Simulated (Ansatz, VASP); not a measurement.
Given: the input of a run of VASP 6.6.1 on PtSe2.

INCAR

```
AGGAC = 0.0 ; ALDAC = 0.0
ALGO = Normal ; EDIFF = 1E-6
EDIFFG = -0.01 ; ENCUT = 600
GGA = PE ; IBRION = 2
ISIF = 3 ; ISMEAR = -1
LASPH = True ; LCHARG = False
LREAL = False ; LWAVE = False
NELM = 100 ; NSW = 60
PREC = Accurate ; SIGMA = 0.05
```

KPOINTS

```
k-points
0
Gamma
  8 8 5
```

File POSCAR:

```
PtSe2
1.0
    3.7240000000      0.0000000000      0.0000000000
   -1.8620000000      3.2250786037      0.0000000000
    0.0000000000      0.0000000000      5.0620000000
Pt Se
1 2
Direct
    0.0000000000      0.0000000000      0.0000000000
    0.6666666667      0.3333333333      0.7500000000
    0.3333333333      0.6666666667      0.2500000000
```

Potentials or basis: VASP PAW PBE potentials, release 64 (Pt, Se).

Run with:

```bash
$ cat potpaw_PBE.64/Pt/POTCAR potpaw_PBE.64/Se/POTCAR > POTCAR
$ mpirun -np 1 vasp_std > vasp.out
```

Problem. Translate it to Ansatz 0.2.0. Potentials there: Ansatz PAW.

Solution. As run (the cutoff follows the program's own potentials):

The input input.yaml:

```yaml
crystal:
  lattice:
    - [3.724, 0.0, 0.0]
    - [-1.862, 3.2250786037, 0.0]
    - [0.0, 0.0, 5.062]
  atoms:
    - { symbol: Pt, position: [0.0, 0.0, 0.0] }
    - { symbol: Se, position: [0.6666666667, 0.3333333333, 0.75] }
    - { symbol: Se, position: [0.3333333333, 0.6666666667, 0.25] }
hamiltonian:
  xc: { exchange: pbe, correlation: none }
  pseudopotentials: { kind: paw }
kpoints:
  mp_grid: { grid: [8, 8, 5] }
scf:
  occupations: { method: fermi_dirac, width: 0.05 }
output:
  forces: true
  stress: true
relax:
  f_tol: 0.01
  max_steps: 40
  cell: { stress_tol: 0.05 }
```

Potentials or basis: Ansatz PAW.

Launch:

```sh
$ ansatz run input.yaml --threads 2 --pin off --max-ram 5120MiB --backend cpu --events-out ev --progress --plain --runs-dir out
```

Both were run:

|  | VASP | Ansatz | Ansatz less VASP |
| --- | --- | --- | --- |
| relaxed volume (Å³/atom) | 33.64 | 37.12 | +3.483 |
| relaxed cell length with the largest relative difference (Å) | 7.566 | 8.357 | +0.7910 |

VASP's potentials were made for PBE, not for PBE exchange alone. One of these differences is far larger than is usual between the two programs; its cause wasn't traced. VASP's potentials hold 22 valence electrons a cell and Ansatz's 50, so a difference there can come from the potentials and not from the codes.

Neither program's run includes spin-orbit coupling. Noted on VASP's run: the volume moved by over 15 % at a fixed basis, so the end points are rough. Noted on Ansatz's run: the volume moved by over 15 % at a fixed basis, so the end points are rough; odd divisions of the mesh miss points on the zone boundary, where band edges often lie, so the gap on the mesh can be too wide; the plane-wave basis is chosen anew once the cell has moved, so the energies of steps on either side of that aren't comparable.
